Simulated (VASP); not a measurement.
## Al: single point with PBE

The system is Al.

```
Al
1.0
     0.00000    2.02029    2.02029
     2.02029    0.00000    2.02029
     2.02029    2.02029    0.00000
Al
1
Direct
  0.00000 0.00000 0.00000
```

```json
{
 "Program": "VASP 6.6.1",
 "Task": "single point",
 "Functional": "PBE",
 "Potentials or basis": "VASP PAW PBE potentials, release 64 (Al)",
 "Cutoff": "520 eV",
 "k mesh": "10 × 10 × 10",
 "Occupations": "fermi-dirac, width 0.1 eV",
 "Spin": "no spin polarisation",
 "Dipole correction": "no",
 "Further INCAR settings": "ALGO = Normal; EDIFF = 1e-07; NBANDS = 8"
}
```

The pressure is 0.0 GPa.

Levels at points of the mesh, in eV from the Fermi level:
```csv
k point,band 1,band 2,band 3,band 4
"(0.00, 0.00, 0.00)",-11.25,12.51,12.51,12.51
"(0.50, 0.00, 0.00)",-4.71,-4.50,11.30,11.30
"(0.50, 0.50, 0.00)",-3.04,-1.72,5.14,5.48
```

Run time: 2.7 s on 1 thread of Intel(R) Xeon(R) 6975P-C (Granite Rapids), on a shared host, peak memory 0.13 GiB.
